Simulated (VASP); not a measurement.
A run of VASP 6.6.1 is set up as follows.

File INCAR:

```
SYSTEM = Ir4W
  PREC = Accurate
  ENCUT = 520
  EDIFF = 1E-6
  ISMEAR = 0
  SIGMA = 0.1
  LREAL = .FALSE.
  LASPH = .TRUE.
  NELM = 100
  ALGO = Normal
  ISIF = 2
  LWAVE = .FALSE.
  LCHARG = .FALSE.
  GGA = PE
  NBANDS = 33
```

The input KPOINTS:

```
regular mesh
0
G
  4 4 4
  0 0 0
```

File POSCAR:

```
Ir4W
1.0
    4.2550929800      0.0000000000      0.0000000000
    0.0000000000      4.2550929800      0.0000000000
    0.0000000000      0.0000000000      4.2550929800
Ir W
4 1
Direct
    0.0000000000      0.5000000000      0.5000000000
    0.5000000000      0.0000000000      0.5000000000
    0.5000000000      0.5000000000      0.0000000000
    0.5000000000      0.5000000000      0.5000000000
    0.0000000000      0.0000000000      0.0000000000
```

Potentials or basis: VASP PAW PBE potentials, release 64 (Ir, W_sv).

Run with:

```console
$ cat potpaw_PBE.64/Ir/POTCAR potpaw_PBE.64/W_sv/POTCAR > POTCAR
$ mpirun -np 1 vasp_std > vasp.out
```

(1) What does it give for the pressure?

(2) Predict the band gap on the k mesh.

## Answers

(1) 89.3 GPa.

(2) zero (band 25 reaches 10.57 eV, above the bottom of band 26 at 9.36 eV).

Caveat: the k points lie up to 0.37 Å⁻¹ apart; spin-orbit coupling is left out, which moves the levels of the heavy elements.
